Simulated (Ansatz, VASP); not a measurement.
**SiNi: VASP beside Ansatz**

```
Ni Si
1.0
     3.35777    0.00000    0.00000
     0.00000    5.08783    0.00000
     0.00000    0.00000   25.36343
Ni Si
8 8
Cartesian
  2.5183 2.7623 7.7739
  0.8394 2.4573 9.5929
  0.8394 5.0135 10.2760
  2.5183 0.0161 12.3420
  2.5183 2.5600 13.0214
  0.8394 2.4695 15.0874
  0.8394 5.0012 15.7705
  2.5183 0.2184 17.5895
  0.8394 4.2035 8.0826
  2.5183 0.8675 8.9706
  2.5183 3.4264 10.8158
  0.8394 1.6049 11.7786
  0.8394 4.1488 13.5848
  2.5183 0.8825 14.5476
  2.5183 3.4114 16.3928
  0.8394 1.6595 17.2808
```

Alike in both runs: functional PBEsol; k mesh 10 × 7 × 1; occupations gaussian, width 0.1 eV; no spin polarisation.

Ansatz relaxed the structure, and its values are those at the end. VASP's run is a single point on that final structure, the one shown.

|  | VASP | Ansatz |
| --- | --- | --- |
| version | VASP 6.6.1 | Ansatz 0.2.0 |
| potentials or method | VASP PAW PBE potentials, release 64 (Ni, Si), cutoff 520 eV | scalar-relativistic, plane waves, PAW |
| valence electrons in the cell | 112 | 176 |

|  | VASP | Ansatz | Ansatz less VASP |
| --- | --- | --- | --- |
| gap on the k mesh at the Fermi level (eV) | none | none | - |
| rms of the force components (eV/Å) | 0.012 | 0.007 | -0.0049 |

VASP's potentials were made for PBE, not for PBEsol. A gap of «none» marks a metal or a gap that the smearing closes. With one functional, cell and mesh, what is left measures potentials, basis and numerics. VASP's potentials hold 112 valence electrons a cell and Ansatz's 176, so a difference there can come from the potentials and not from the codes. Ansatz's warnings: xc potential rough in thin density.
